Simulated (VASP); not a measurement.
Set up this calculation in VASP 6.6.1, as the native input.

- Task: single point
- Functional: r2SCAN
- Potentials or basis: VASP PAW PBE potentials, release 64 (B, N)
- Cutoff: 520 eV
- k mesh: 12 × 12 × 12
- Occupations: gaussian, width 0.01 eV
- Spin: no spin polarisation
- Dipole correction: no
- Further INCAR settings: ALGO = Normal; EDIFF = 1e-06; NBANDS = 11

Crystal: BN.

```
CELL_PARAMETERS angstrom
0.00000 1.80833 1.74583
1.80833 0.00000 1.74583
1.80833 1.80833 0.00000
ATOMIC_POSITIONS crystal
B 0.00000 0.00000 0.00000
N 0.50000 0.50000 0.50000
```

This cell differs from its parent crystal: biaxial xy strain +3.6%.

One way to write it, as run:

POSCAR

```
BN
1.0
    0.0000000000      1.8083265034      1.7458259350
    1.8083265034      0.0000000000      1.7458259350
    1.8083265034      1.8083265034      0.0000000000
B N
1 1
Direct
    0.0000000000      0.0000000000      0.0000000000
    0.5000000000      0.5000000000      0.5000000000
```

INCAR.step1

```
SYSTEM = BN
PREC = Accurate
ENCUT = 520
ISMEAR = 0
SIGMA = 0.01
LREAL = .False.
LASPH = .True.
NELM = 60
NBANDS = 11
GGA = PE
ALGO = Normal
EDIFF = 1E-4
LWAVE = .True.
LCHARG = .False.
```

INCAR.step2

```
SYSTEM = BN
PREC = Accurate
ENCUT = 520
EDIFF = 1E-6
ISMEAR = 0
SIGMA = 0.01
LREAL = .False.
LASPH = .True.
NELM = 60
ALGO = Normal
ISIF = 2
LWAVE = .False.
LCHARG = .True.
METAGGA = R2SCAN
LMIXTAU = .True.
LELF = .True.
LVHAR = .True.
NBANDS = 11
ISTART = 1
```

KPOINTS

```
regular mesh
0
Gamma
  12 12 12
  0 0 0
```

Potentials or basis: VASP PAW PBE potentials, release 64 (B, N).

The run is started by

```sh
$ cat potpaw_PBE.64/B/POTCAR potpaw_PBE.64/N/POTCAR > POTCAR
$ cp INCAR.step1 INCAR
$ mpirun -np 1 vasp_std > vasp.out
$ cp INCAR.step2 INCAR
$ mpirun -np 1 vasp_std > vasp.out
```

Results of the run:

The pressure is -23.5 GPa and the band gap on the k mesh is 0.30 eV, indirect (least direct gap 5.89 eV).

Caveat: the cell differs from its parent crystal (biaxial xy strain +3.6%); the PAW data sets were made with another functional, which shifts forces and pressure a little.

It took 68 s on 1 thread of Intel(R) Xeon(R) Platinum 8488C (Sapphire Rapids), on a shared host, peak memory 0.13 GiB.
